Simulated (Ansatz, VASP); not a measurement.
NbH2 in VASP and in Ansatz

```xyz
3
Lattice="0.1849 2.3347 2.3347 2.3347 0.1849 2.3347 2.3347 2.3347 0.1849" Properties=species:S:1:pos:R:3 pbc="T T T"
Nb    0.0000    0.0000    0.0000
H     1.2136    1.2136    1.2136
H     3.6407    3.6407    3.6407
```

Alike in both runs: task single point; functional PBEsol; k mesh 16 × 16 × 16; occupations gaussian, width 0.15 eV; no spin polarisation.

|  | VASP | Ansatz |
| --- | --- | --- |
| version | VASP 6.6.1 | Ansatz 0.2.0 |
| potentials or method | VASP PAW PBE potentials, release 64 (Nb_sv, H), cutoff 520 eV | scalar-relativistic, plane waves, PAW |
| valence electrons in the cell | 15 | 15 |

|  | VASP | Ansatz | Ansatz less VASP |
| --- | --- | --- | --- |
| gap on the k mesh at the Fermi level (eV) | none | none | - |
| pressure (GPa) | 8.8 | 9.4 | +0.50 |
| traceless stress, the component that is largest in VASP (GPa) | -11.40 | -11.41 | -0.012 |
| rms of the force components (eV/Å) | 0.290 | 0.291 | +0.0006 |

VASP's potentials were made for PBE, not for PBEsol. Atom by atom the forces differ by 0.001 eV/Å (rms over components). A gap of «none» marks a metal or a gap that the smearing closes.
